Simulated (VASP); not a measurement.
# Li5GeF (P4/mmm) in VASP: a series of runs

The runs below take Li5GeF through single point, relaxation of cell and atoms, with PBE.

Program: VASP 6.6.1. These are calculated values, not measurements. Logs are shortened: lines on timing, memory, paths and dates and some standing lists are left out, and cuts for length are marked.

**1. The cell of the first run**

It takes space group P4/mmm (No. 123, tetragonal). Conventional cell: a = 3.745 Å, b = 3.745 Å, c = 6.010 Å, α = 90.00°, β = 90.00°, γ = 90.00°. Li (site symmetry 4/mmm) has 8 Li at 2.62 Å and 4 F at 2.65 Å within 3.5 Å. Li (site symmetry 2mm) has 2 Ge at 2.21 Å and 7 Li at 2.35 to 2.65 Å and 2 F at 2.62 Å within 2.9 Å. Ge (site symmetry 4/mmm) has 8 Li at 2.21 Å and 2 F at 3.00 Å within 3.1 Å. Within 3.5 Å of F (site symmetry 4/mmm) lie 12 Li at 2.62 to 2.65 Å and 2 Ge at 3.00 Å.

The cell was generated, and may not be a known phase.

**2. Single point, PBE**

INCAR

```
SYSTEM = Li5GeF
ALGO     = Normal         ! electronic algorithm
EDIFF    = 1E-6           ! SCF threshold, eV
ENCUT    = 520            ! plane-wave cutoff, eV
GGA      = PE             ! functional
ISIF     = 2              ! what is computed and relaxed
ISMEAR   = 0              ! smearing method
LASPH    = .True.         ! aspherical terms in the spheres
LCHARG   = .False.        ! write CHGCAR
LREAL    = .False.        ! projectors in reciprocal space
LWAVE    = .False.        ! write WAVECAR
NBANDS   = 27             ! bands
NELM     = 60             ! most SCF steps
PREC     = Accurate       ! precision mode
SIGMA    = 0.1            ! smearing width, eV
```

KPOINTS

```
k-points
0
Gamma
  4 4 4
  0 0 0
```

POSCAR

```
Li5GeF
1.0
    3.7445266300      0.0000000000      0.0000000000
    0.0000000000      3.7445266300      0.0000000000
    0.0000000000      0.0000000000      6.0099316700
Li Ge F
5 1 1
Direct
    0.5000000000      0.5000000000      0.0000000000
    0.5000000000      0.0000000000      0.6951825600
    0.0000000000      0.5000000000      0.3048174400
    0.5000000000      0.0000000000      0.3048174400
    0.0000000000      0.5000000000      0.6951825600
    0.0000000000      0.0000000000      0.5000000000
    0.0000000000      0.0000000000      0.0000000000
```

Potentials or basis: VASP PAW PBE potentials, release 64 (Li_sv, Ge_d, F).

Run with:

```sh
cat potpaw_PBE.64/Li_sv/POTCAR potpaw_PBE.64/Ge_d/POTCAR potpaw_PBE.64/F/POTCAR > POTCAR
mpirun -np 1 vasp_std > vasp.out
```

OUTCAR:

```text
SYSTEM = Li5GeF
   EDIFF = 1E-6
   ENCUT = 520
   GGA = PE
   ISIF = 2
   ISMEAR = 0
   LASPH = .True.
   LREAL = .False.
   NELM = 60
   PREC = Accurate

 ion  position               nearest neighbor table
   1  0.500  0.500  0.000-
   2  0.500  0.000  0.695-   6 2.21   6 2.21   4 2.35
   3  0.000  0.500  0.305-   6 2.21   6 2.21   5 2.35
   4  0.500  0.000  0.305-   6 2.21   6 2.21   2 2.35
   5  0.000  0.500  0.695-   6 2.21   6 2.21   3 2.35
   6  0.000  0.000  0.500-   2 2.21   3 2.21   4 2.21   5 2.21   3 2.21   5 2.21   2 2.21   4 2.21

   7  0.000  0.000  0.000-

  LATTYP: Found a simple tetragonal cell.
 ALAT       =     3.7445266300
 C/A-ratio  =     1.6049910346

  Lattice vectors:

 A1 = (   3.7445266300,   0.0000000000,   0.0000000000)
 A2 = (   0.0000000000,   3.7445266300,   0.0000000000)
 A3 = (   0.0000000000,   0.0000000000,   6.0099316700)

Analysis of symmetry for initial positions (statically):
=====================================================================
 Subroutine PRICEL returns:
 Original cell was already a primitive cell.

 Routine SETGRP: Setting up the symmetry group for a
 simple tetragonal supercell.

 Subroutine GETGRP returns: Found 16 space group operations
 (whereof 16 operations were pure point group operations)
 out of a pool of 16 trial point group operations.

The static configuration has the point symmetry D_4h.

Analysis of symmetry for dynamics (positions and initial velocities):
=====================================================================
 Subroutine PRICEL returns:
 Original cell was already a primitive cell.

 Routine SETGRP: Setting up the symmetry group for a
 simple tetragonal supercell.

 Subroutine GETGRP returns: Found 16 space group operations
 (whereof 16 operations were pure point group operations)
 out of a pool of 16 trial point group operations.

The dynamic configuration has the point symmetry D_4h.

 Subroutine INISYM returns: Found 16 space group operations
 (whereof 16 operations are pure point group operations),
 and found     1 'primitive' translations

----------------------------------------------------------------------------------------

                                     Primitive cell

  volume of cell :      84.2681

  direct lattice vectors                    reciprocal lattice vectors
     3.744526630  0.000000000  0.000000000     0.267056453  0.000000000  0.000000000
     0.000000000  3.744526630  0.000000000     0.000000000  0.267056453  0.000000000
     0.000000000  0.000000000  6.009931670     0.000000000  0.000000000  0.166391243

  length of vectors
     3.744526630  3.744526630  6.009931670     0.267056453  0.267056453  0.166391243

  position of ions in fractional coordinates (direct lattice)
     0.500000000  0.500000000  0.000000000
     0.500000000  0.000000000  0.695182560
     0.000000000  0.500000000  0.304817440
     0.500000000  0.000000000  0.304817440
     0.000000000  0.500000000  0.695182560
     0.000000000  0.000000000  0.500000000
     0.000000000  0.000000000  0.000000000

  ion indices of the primitive-cell ions
   primitive index   ion index
                 1           1
                 2           2
                 3           3
                 4           4
                 5           5
                 6           6
                 7           7

----------------------------------------------------------------------------------------

 KPOINTS: k-points

Automatic generation of k-mesh.
 Grid dimensions read from file:
 generate k-points for:    4    4    4

 Generating k-lattice:

  Cartesian coordinates                     Fractional coordinates (reciprocal lattice)
     0.066764113  0.000000000  0.000000000     0.250000000  0.000000000  0.000000000
     0.000000000  0.066764113  0.000000000     0.000000000  0.250000000  0.000000000
     0.000000000  0.000000000  0.041597811     0.000000000  0.000000000  0.250000000

  Length of vectors
     0.066764113  0.066764113  0.041597811

  Shift w.r.t. Gamma in fractional coordinates (k-lattice)
     0.000000000  0.000000000  0.000000000

 Subroutine IBZKPT returns following result:
 ===========================================

 Found     18 irreducible k-points:

 Following reciprocal coordinates:
            Coordinates               Weight
  0.000000  0.000000  0.000000      1.000000
  0.250000  0.000000  0.000000      4.000000
  0.500000  0.000000  0.000000      2.000000
  0.250000  0.250000  0.000000      4.000000
  0.500000  0.250000  0.000000      4.000000
  0.500000  0.500000  0.000000      1.000000
[... 10 lines left out ...]
  0.500000  0.250000  0.500000      4.000000
  0.500000  0.500000  0.500000      1.000000
   k-points           NKPTS =     18   k-points in BZ     NKDIM =     18   number of bands    NBANDS=     27
   number of dos      NEDOS =    301   number of ions     NIONS =      7
   total plane-waves  NPLWV =  37632
   dimension x,y,z NGX =    28 NGY =   28 NGZ =   48
[... 72 lines left out ...]
      1     -44.7144      2.00000
      2     -42.2264      2.00000
      3     -42.1730      2.00000
      4     -42.1585      2.00000
      5     -42.1113      2.00000
      6     -20.1675      2.00000
[... 19 lines left out ...]
     26      10.0029      0.00000
     27      10.8243      0.00000

 k-point     2 :       0.2500    0.0000    0.0000
  band No.  band energies     occupation
      1     -44.7140      2.00000
      2     -42.2161      2.00000
      3     -42.1680      2.00000
      4     -42.1639      2.00000
      5     -42.1202      2.00000
      6     -20.1576      2.00000
[... 19 lines left out ...]
     26      11.2824      0.00000
     27      12.5573      0.00000

 k-point     3 :       0.5000    0.0000    0.0000
  band No.  band energies     occupation
      1     -44.7137      2.00000
      2     -42.1923      2.00000
      3     -42.1908      2.00000
      4     -42.1422      2.00000
      5     -42.1417      2.00000
      6     -20.1477      2.00000
[... 19 lines left out ...]
     26      11.7178      0.00000
     27      12.0365      0.00000

 k-point     4 :       0.2500    0.2500    0.0000
  band No.  band energies     occupation
      1     -44.7137      2.00000
      2     -42.2085      2.00000
      3     -42.1744      2.00000
      4     -42.1573      2.00000
      5     -42.1265      2.00000
      6     -20.1468      2.00000
[... 19 lines left out ...]
     26      12.3237      0.00000
     27      12.6415      0.00000

 k-point     5 :       0.5000    0.2500    0.0000
  band No.  band energies     occupation
      1     -44.7134      2.00000
      2     -42.1913      2.00000
      3     -42.1905      2.00000
      4     -42.1419      2.00000
      5     -42.1416      2.00000
      6     -20.1358      2.00000
[... 19 lines left out ...]
     26      12.1354      0.00000
     27      13.1045      0.00000

 k-point     6 :       0.5000    0.5000    0.0000
  band No.  band energies     occupation
      1     -44.7130      2.00000
      2     -42.1903      2.00000
      3     -42.1903      2.00000
      4     -42.1415      2.00000
      5     -42.1415      2.00000
      6     -20.1240      2.00000
[... 264 lines left out ...]
      1     -44.7137      2.00000
      2     -42.1918      2.00000
      3     -42.1906      2.00000
      4     -42.1424      2.00000
      5     -42.1421      2.00000
      6     -20.1428      2.00000
[... 19 lines left out ...]
     26      11.1631      0.00000
     27      11.8886      0.00000

 k-point    16 :       0.2500    0.2500    0.5000
  band No.  band energies     occupation
      1     -44.7137      2.00000
      2     -42.2082      2.00000
      3     -42.1741      2.00000
      4     -42.1576      2.00000
      5     -42.1268      2.00000
      6     -20.1419      2.00000
[... 19 lines left out ...]
     26      11.8791      0.00000
     27      12.3951      0.00000

 k-point    17 :       0.5000    0.2500    0.5000
  band No.  band energies     occupation
      1     -44.7134      2.00000
      2     -42.1909      2.00000
      3     -42.1903      2.00000
      4     -42.1422      2.00000
      5     -42.1421      2.00000
      6     -20.1311      2.00000
[... 19 lines left out ...]
     26      12.0082      0.00000
     27      12.7912      0.00000

 k-point    18 :       0.5000    0.5000    0.5000
  band No.  band energies     occupation
      1     -44.7131      2.00000
      2     -42.1899      2.00000
      3     -42.1899      2.00000
      4     -42.1420      2.00000
      5     -42.1420      2.00000
      6     -20.1190      2.00000
[... 19 lines left out ...]
     26      12.8272      0.00000
     27      12.9677      0.00000

------------------------ aborting loop because EDIFF is reached ----------------------------------------

  FORCE on cell =-STRESS in cart. coord.  units (eV):
  Direction    XX          YY          ZZ          XY          YZ          ZX
  --------------------------------------------------------------------------------------
  -------------------------------------------------------------------------------------
  Total       10.7049270     10.7049270     13.1854759      0.0000000     -0.0000000     -0.0000000
  in kB      203.5311606    203.5311606    250.6934634      0.0000000     -0.0000000     -0.0000000
  external PRESSURE =     219.2519282 kB  Pullay stress =       0.0000000 kB

 VOLUME and BASIS-vectors are now :
 -----------------------------------------------------------------------------
  energy-cutoff  :      520.00
  volume of cell :       84.27
      direct lattice vectors                 reciprocal lattice vectors
     3.744526630  0.000000000  0.000000000     0.267056453  0.000000000  0.000000000
     0.000000000  3.744526630  0.000000000     0.000000000  0.267056453  0.000000000
     0.000000000  0.000000000  6.009931670     0.000000000  0.000000000  0.166391243

 POSITION                                       TOTAL-FORCE (eV/Angst)
 -----------------------------------------------------------------------------------
      1.87226      1.87226      0.00000         0.000000      0.000000      0.000000
      1.87226      0.00000      4.17800         0.000000     -0.000000      1.016626
      0.00000      1.87226      1.83193        -0.000000      0.000000     -1.016626
      1.87226      0.00000      1.83193         0.000000     -0.000000     -1.016626
      0.00000      1.87226      4.17800         0.000000      0.000000      1.016626
      0.00000      0.00000      3.00497         0.000000      0.000000      0.000000
      0.00000      0.00000      0.00000         0.000000      0.000000      0.000000
 -----------------------------------------------------------------------------------
    total drift:                                0.000000      0.000000      0.000000

  FREE ENERGIE OF THE ION-ELECTRON SYSTEM (eV)
  ---------------------------------------------------
  free  energy   TOTEN  =       -16.6727589858 eV

  energy  without entropy=      -16.6555713144  energy(sigma->0) =      -16.66416515
```

Wall time 33 s (1 thread of AMD EPYC 7R13 (Zen 3), shared host); peak memory 0.17 GiB.

What came out:

```yaml
Free_energy: -16.6728 eV
Largest_force: 1.017 eV/Å
Band_gap_on_the_k_mesh: zero (bands 18 and 19 overlap by 1.71 eV)
```

Forces in eV/Å, atoms in the order of the input:
```
Li   0.000  0.000  0.000
Li   0.000  0.000  1.017
Li   0.000  0.000 -1.017
Li   0.000  0.000 -1.017
Li   0.000  0.000  1.017
Ge   0.000  0.000  0.000
F    0.000  0.000  0.000
```

Caveat: the k points lie up to 0.42 Å⁻¹ apart, too coarse for converged energies and pressures of a metal; the cutoff is under 1.25 times the usual one of these potentials, so pressure, stress and relaxed cells hold a basis-set (Pulay) error; forces of over 1 eV/Å act on the atoms, so gaps and moduli don't describe the material at rest.

**3. Single point, PBE**

This run uses another cell than the first one, of 18.32 Å³/atom.

INCAR

```
SYSTEM = Li5GeF
PREC     = Accurate       ! precision mode
ENCUT    = 520            ! plane-wave cutoff, eV
EDIFF    = 1E-7           ! SCF threshold, eV
ISMEAR   = 0              ! smearing method
SIGMA    = 0.1            ! smearing width, eV
LREAL    = .False.        ! projectors in reciprocal space
LASPH    = .True.         ! aspherical terms in the spheres
NELM     = 60             ! most SCF steps
ALGO     = Normal         ! electronic algorithm
ISIF     = 2              ! what is computed and relaxed
LWAVE    = .False.        ! write WAVECAR
LCHARG   = .False.        ! write CHGCAR
GGA      = PE             ! functional
NBANDS   = 27             ! bands
```

KPOINTS

```
regular mesh
0
Gamma
  4 4 4
  0 0 0
```

POSCAR

```
Li5GeF
1.0
    3.9051282441      0.0000000000      0.0000000000
    0.0000000000      3.9051282441      0.0000000000
    0.0000000000      0.0000000000      8.4080525265
Li Ge F
5 1 1
Direct
    0.5000000000      0.5000000000      0.0000000000
    0.5000000000      0.0000000000      0.6922203153
    0.0000000000      0.5000000000      0.3077796847
    0.5000000000      0.0000000000      0.3077796847
    0.0000000000      0.5000000000      0.6922203153
    0.0000000000      0.0000000000      0.5000000000
    0.0000000000      0.0000000000      0.0000000000
```

Potentials or basis: VASP PAW PBE potentials, release 64 (Li_sv, Ge_d, F).

Run with:

```sh
cat potpaw_PBE.64/Li_sv/POTCAR potpaw_PBE.64/Ge_d/POTCAR potpaw_PBE.64/F/POTCAR > POTCAR
mpirun -np 1 vasp_std > vasp.out
```

It took 61 s on 1 thread of AMD EPYC 7R13 (Zen 3), shared host; peak memory 0.22 GiB.

The run converged. Its results:

| Property | Result |
| --- | --- |
| Free energy | -19.2874 eV |
| Largest force | 0.023 eV/Å |
| Band gap on the k mesh | zero (bands 18 and 19 overlap by 0.94 eV) |

Forces on the atoms (eV/Å):
```
Li   0.000  0.000  0.000
Li   0.000  0.000  0.023
Li   0.000  0.000 -0.023
Li   0.000  0.000 -0.023
Li   0.000  0.000  0.023
Ge   0.000  0.000  0.000
F    0.000  0.000  0.000
```

Levels at points of the mesh, in eV from the Fermi level:
```
           k point  band 16  band 17  band 18  band 19  band 20  band 21
(0.00, 0.00, 0.00)    -2.07    -1.51     0.51     0.51     1.29     3.47
(0.50, 0.00, 0.00)    -2.93    -1.47    -0.18     0.82     0.95     1.41
(0.50, 0.50, 0.00)    -1.60    -1.60    -1.42    -0.43     0.51     3.19
(0.00, 0.00, 0.50)    -2.70    -0.16     0.07     0.51     0.51     3.70
(0.50, 0.00, 0.50)    -2.97    -1.76    -0.01     0.74     1.40     2.01
(0.50, 0.50, 0.50)    -1.61    -1.60    -1.60    -0.40     0.42     3.05
```

Caveat: the k points lie up to 0.40 Å⁻¹ apart, too coarse for converged energies and pressures of a metal; the cutoff is under 1.25 times the usual one of these potentials, so pressure, stress and relaxed cells hold a basis-set (Pulay) error.

**4. Relaxation of cell and atoms, PBE**

INCAR

```
SYSTEM = Li5GeF
PREC = Accurate
ENCUT = 600
EDIFF = 1E-6
ISMEAR = 0
SIGMA = 0.1
LREAL = .FALSE.
LASPH = .TRUE.
NELM = 60
ALGO = Normal
ISIF = 3
LWAVE = .FALSE.
LCHARG = .FALSE.
GGA = PE
IBRION = 2
NSW = 90
EDIFFG = -0.04
```

KPOINTS

```
Automatic mesh
0
G
  4 4 4
  0 0 0
```

POSCAR

```
Li5GeF
1.0
    3.7445266300      0.0000000000      0.0000000000
    0.0000000000      3.7445266300      0.0000000000
    0.0000000000      0.0000000000      6.0099316700
Li Ge F
5 1 1
Direct
    0.5000000000      0.5000000000      0.0000000000
    0.5000000000      0.0000000000      0.6951825600
    0.0000000000      0.5000000000      0.3048174400
    0.5000000000      0.0000000000      0.3048174400
    0.0000000000      0.5000000000      0.6951825600
    0.0000000000      0.0000000000      0.5000000000
    0.0000000000      0.0000000000      0.0000000000
```

Run with:

```sh
cat potpaw_PBE.64/Li_sv/POTCAR potpaw_PBE.64/Ge_d/POTCAR potpaw_PBE.64/F/POTCAR > POTCAR
mpirun -np 1 vasp_std > vasp.out
```

Wall time 4.7 min (1 thread of AMD EPYC 7R13 (Zen 3), shared host); peak memory 0.2 GiB.

Results (log left out):

* Free energy: -19.0172 eV
* Relaxed volume: 16.74 Å³/atom
* Relaxed cell: a = 3.951 Å, b = 3.951 Å, c = 7.507 Å, α = 90.00°, β = 90.00°, γ = 90.00°
* Space group after relaxing (to 0.1 Å): P4/mmm (No. 123)
* Energy gained by relaxing: 334.4 meV/atom
* Ionic steps: 13
* Pressure after relaxing: 0.0 GPa
* Largest force after relaxing: 0.040 eV/Å
* Band gap on the k mesh: zero (bands 18 and 19 overlap by 1.04 eV)

Forces in eV/Å, atoms in the order of the input:
```
Li   0.000  0.000  0.000
Li   0.000  0.000  0.040
Li   0.000  0.000 -0.040
Li   0.000  0.000 -0.040
Li   0.000  0.000  0.040
Ge   0.000  0.000  0.000
F    0.000  0.000  0.000
```

Step by step:
```tsv
step	energy change (eV)	largest force (eV/Å)	pressure (GPa)	volume (Å³)
1	0.0000	1.0183	21.82	84.27
2	-1.8737	0.2904	5.99	105.88
3	-2.1774	0.0650	1.05	118.84
4	-2.1927	0.0113	-0.12	122.68
5	-2.1922	0.0002	-0.31	123.55
6	-2.2199	0.0091	-0.42	123.48
7	-2.2844	0.0327	-0.69	123.09
8	-2.2745	0.0931	-1.94	121.57
9	-2.3160	0.0348	-1.09	122.67
10	-2.3199	0.0065	-1.33	122.37
11	-2.3368	0.0178	-0.10	116.89
12	-2.3372	0.0140	-0.30	117.68
13	-2.3407	0.0398	0.01	117.21
```

Final structure:
```yaml
crystal:
  lattice:
    - [3.95143, 0.00000, 0.00000]
    - [0.00000, 3.95143, 0.00000]
    - [0.00000, 0.00000, 7.50686]
  atoms:
    - { symbol: Li, position: [0.50000, 0.50000, 0.00000] }
    - { symbol: Li, position: [0.50000, 0.00000, 0.71012] }
    - { symbol: Li, position: [0.00000, 0.50000, 0.28988] }
    - { symbol: Li, position: [0.50000, 0.00000, 0.28988] }
    - { symbol: Li, position: [0.00000, 0.50000, 0.71012] }
    - { symbol: Ge, position: [0.00000, 0.00000, 0.50000] }
    - { symbol: F, position: [0.00000, 0.00000, 0.00000] }
```

Levels at points of the mesh, in eV from the Fermi level:
```csv
k point,band 15,band 16,band 17,band 18,band 19,band 20,band 21,band 22
"(0.00, 0.00, 0.00)",-4.54,-1.70,-1.53,0.38,0.38,1.82,3.41,4.22
"(0.50, 0.00, 0.00)",-4.46,-2.89,-1.10,-0.13,0.78,0.83,1.25,4.64
"(0.50, 0.50, 0.00)",-4.61,-1.59,-1.59,-1.06,-0.65,0.38,2.84,2.84
"(0.00, 0.00, 0.50)",-4.54,-2.65,0.28,0.31,0.37,0.37,3.77,3.91
"(0.50, 0.00, 0.50)",-4.46,-2.96,-1.64,-0.03,0.97,1.23,1.80,3.53
"(0.50, 0.50, 0.50)",-4.41,-1.60,-1.60,-1.46,-0.55,0.16,2.70,2.70
```

Caveat: the k points lie up to 0.40 Å⁻¹ apart in the final cell, too coarse for converged energies and pressures of a metal; the cutoff is under 1.25 times the usual one of these potentials, so pressure, stress and relaxed cells hold a basis-set (Pulay) error; the volume moved by over 15 % at a fixed basis, so the end points are rough.

**5. Summary**

| task | cell | cutoff (eV) | gap on the mesh (eV) | largest force (eV/Å) |
| --- | --- | --- | --- | --- |
| single point | a = 3.745, b = 3.745, c = 6.010 Å, 7 atoms, atomic positions A | 520 | none | 1.02 |
| single point | a = 3.905, b = 3.905, c = 8.408 Å, 7 atoms, atomic positions B | 520 | none | 0.02 |
| relaxation of cell and atoms | relaxed from a = 3.745, b = 3.745, c = 6.010 Å, 7 atoms, atomic positions A | 600 | none | 0.04 |

Alike in all rows: level PBE; potentials or basis VASP PAW PBE potentials, release 64 (Li_sv, Ge_d, F); no spin polarisation; k mesh 4 × 4 × 4; smearing gaussian 0.1 eV.

Caveats: all runs use coarse meshes; the cutoff is under 1.25 times the usual one of these potentials, so pressure, stress and relaxed cells hold a basis-set (Pulay) error; forces of over 1 eV/Å act on the atoms, so gaps and moduli don't describe the material at rest (at least some runs); the volume moved by over 15 % at a fixed basis, so the end points are rough (at least some runs).

Total energies depend on the potentials used, so only differences within one code and one set of settings carry meaning.
